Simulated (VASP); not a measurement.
Crystal: SiGe2.

```
Si Ge
1.0
     0.00000    2.53196    2.53196
     2.53196    0.00000    2.53196
     2.53196    2.53196    0.00000
Si Ge
1 2
Direct
  0.00000 0.00000 0.00000
  0.25000 0.25000 0.25000
  0.75000 0.75000 0.75000
```

The cell was built from a structure type or drawn by symmetry, and may not be a known phase.

* Program: VASP 6.6.1
* Task: relaxation of cell and atoms
* Functional: PBE
* Potentials or basis: VASP PAW PBE potentials, release 64 (Si, Ge_d)
* Cutoff: 600 eV
* k mesh: 6 × 6 × 6
* Occupations: gaussian, width 0.1 eV
* Spin: no spin polarisation

At the start: pressure 144.6 GPa; volume 10.82 Å³/atom.

Q: Where does the relaxation end?

A: Over 4 steps the energy falls by 2393.1 meV/atom and the volume is 20.12 Å³/atom (+85.9 %); space group Fm-3m (No. 225, to 0.1 Å) before and after.

The path:
```
step  energy change (eV)  largest force (eV/Å)  pressure (GPa)  volume (Å³)
   1              0.0000                0.0000          144.62        32.46
   2             -4.8777                0.0000          -12.69       103.38
   3             -7.1776                0.0000           -0.66        61.05
   4             -7.1793                0.0000           -0.09        60.36
```

Final structure:
```
CELL_PARAMETERS angstrom
0.00000 3.11336 3.11336
3.11336 0.00000 3.11336
3.11336 3.11336 0.00000
ATOMIC_POSITIONS crystal
Si 0.00000 0.00000 0.00000
Ge 0.25000 0.25000 0.25000
Ge 0.75000 0.75000 0.75000
```

Caveat: the volume moved by over 15 % at a fixed basis, so the end points are rough.
